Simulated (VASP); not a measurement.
The system is NbRu3.

```
CELL_PARAMETERS angstrom
2.77506 0.00000 0.00000
-1.38753 2.40327 0.00000
0.00000 0.00000 9.01327
ATOMIC_POSITIONS crystal
Nb 0.00000 0.00000 0.50000
Ru 0.00000 0.00000 0.00000
Ru 0.33333 0.66667 0.76491
Ru 0.33333 0.66667 0.23509
```

```yaml
Program: VASP 6.6.1
Task: relaxation of volume and atoms at fixed shape
Functional: LDA
Potentials_or_basis: VASP PAW LDA potentials, release 64 (Nb_sv, Ru_pv)
Cutoff: 600 eV
k_mesh: 10 × 10 × 3
Occupations: gaussian, width 0.05 eV
Spin: no spin polarisation
```

At the start: pressure -16.8 GPa; volume 15.03 Å³/atom.

Question: Where does the relaxation end?

Answer: Over 7 steps the energy falls by 51.0 meV/atom and the volume is 14.12 Å³/atom (-6.1 %); space group P-6m2 (No. 187, to 0.05 Å).

Step by step:
```
step  energy change (eV)  largest force (eV/Å)  pressure (GPa)  volume (Å³)
   1              0.0000                0.3723          -16.77        60.11
   2              1.7399                1.5862           80.20        47.44
   3             -0.2027                0.0998           -1.32        56.71
   4             -0.2037                0.0799           -0.30        56.52
   5             -0.2038                0.0722            0.10        56.45
   6             -0.2041                0.0264            0.11        56.46
   7             -0.2041                0.0030            0.10        56.47
```

Final structure:
```yaml
crystal:
  lattice:
    - [2.71792, 0.00000, 0.00000]
    - [-1.35896, 2.35379, 0.00000]
    - [0.00000, 0.00000, 8.82767]
  atoms:
    - { symbol: Nb, position: [0.00000, 0.00000, 0.50000] }
    - { symbol: Ru, position: [0.00000, 0.00000, 0.00000] }
    - { symbol: Ru, position: [0.33333, 0.66667, 0.76589] }
    - { symbol: Ru, position: [0.33333, 0.66667, 0.23411] }
```
